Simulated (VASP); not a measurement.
H15C2NO6, 24 atoms in the cell. The cell holds an amorphous packing of atoms, 24 atoms: a = 6.647 Å, b = 6.647 Å, c = 6.647 Å, α = 90.00°, β = 90.00°, γ = 90.00°. 

- Program: VASP 6.6.1
- Task: single point
- Functional: PBE
- Dispersion: D3(BJ)
- Potentials or basis: VASP PAW PBE potentials, release 64 (O, H, C, N)
- Cutoff: 520 eV
- k mesh: 1 × 1 × 1
- Occupations: fermi-dirac, width 0.05 eV
- Spin: no spin polarisation
- Dipole correction: no
- Further INCAR settings: LREAL = Auto; ALGO = Normal; EDIFF = 1e-07; NBANDS = 50

Potentials or basis: VASP PAW PBE potentials, release 64 (O, H, C, N).

The run is started by

```bash
$ cat potpaw_PBE.64/O/POTCAR potpaw_PBE.64/H/POTCAR potpaw_PBE.64/C/POTCAR potpaw_PBE.64/N/POTCAR > POTCAR
$ mpirun -np 1 vasp_gam > vasp.out
```

Hardware: 1 thread of Intel(R) Xeon(R) 6975P-C (Granite Rapids) (shared host).

Estimate the wall time of this run.

Wall time 20 s on 1 thread of Intel(R) Xeon(R) 6975P-C (Granite Rapids), with other jobs on the host, peak memory 0.33 GiB. Counts: scf iterations 18, k points 1.
